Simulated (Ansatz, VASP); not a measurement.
## ZnO: VASP beside Ansatz

```xyz
2
Lattice="0.0000 2.1694 2.1694 2.1694 0.0000 2.1694 2.1694 2.1694 0.0000" Properties=species:S:1:pos:R:3 pbc="T T T"
Zn    0.0000    0.0000    0.0000
O     2.1694    2.1694    2.1694
```

Alike in both runs: task single point; functional LDA; k mesh 12 × 12 × 12; occupations gaussian, width 0.05 eV; no spin polarisation.

|  | VASP | Ansatz |
| --- | --- | --- |
| version | VASP 6.6.1 | Ansatz 0.2.0 |
| potentials or method | VASP PAW LDA potentials, release 64 (Zn, O_h), cutoff 1340 eV | scalar-relativistic, plane waves, PAW |
| valence electrons in the cell | 18 | 18 |

```tsv
	VASP	Ansatz	Ansatz less VASP
gap on the k mesh at the Fermi level (eV)	0.69	0.68	-0.003
least direct gap on the mesh (eV)	1.90	1.91	+0.004
pressure (GPa)	-14.2	-15.0	-0.82
```

LDA's correlation is that of Perdew and Zunger in VASP and of Perdew and Wang (1992) in Ansatz.
